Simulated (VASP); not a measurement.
S, 2 atoms in the cell. The structure is hexagonal, space group P6_3/mmc (No. 194). Conventional cell: a = 3.347 Å, b = 3.347 Å, c = 3.514 Å, α = 90.00°, β = 90.00°, γ = 120.00°. Within 3.4 Å of S (site symmetry -6m2) lie 12 S at 2.61 to 3.35 Å. 

```yaml
Program: VASP 6.6.1
Task: density of states
Functional: PBE
Potentials_or_basis: VASP PAW PBE potentials, release 64 (S)
Cutoff: 520 eV
k_mesh: 15 × 15 × 8
Occupations: fermi-dirac, width 0.1 eV
Spin: no spin polarisation
Dipole_correction: no
k_mesh_for_the_DOS: 23 × 23 × 12
Occupations_for_the_DOS: tetrahedron
Further_INCAR_settings: ALGO = Normal; EDIFF = 1e-06; NBANDS = 13
```

Potentials or basis: VASP PAW PBE potentials, release 64 (S).

Launch:

```console
$ cat potpaw_PBE.64/S/POTCAR > POTCAR
$ cp INCAR.step1 INCAR
$ cp KPOINTS.step1 KPOINTS
$ mpirun -np 1 vasp_std > vasp.out
$ cp INCAR.step2 INCAR
$ cp KPOINTS.step2 KPOINTS
$ mpirun -np 1 vasp_std > vasp.out
```

Hardware: 1 thread of Intel(R) Xeon(R) 6975P-C (Granite Rapids), with other jobs on the host.

Task: Estimate the wall time of this run.

Result: Run time: 54 s on 1 thread of Intel(R) Xeon(R) 6975P-C (Granite Rapids), on a shared host, peak memory 0.24 GiB. Counts: k points 392.
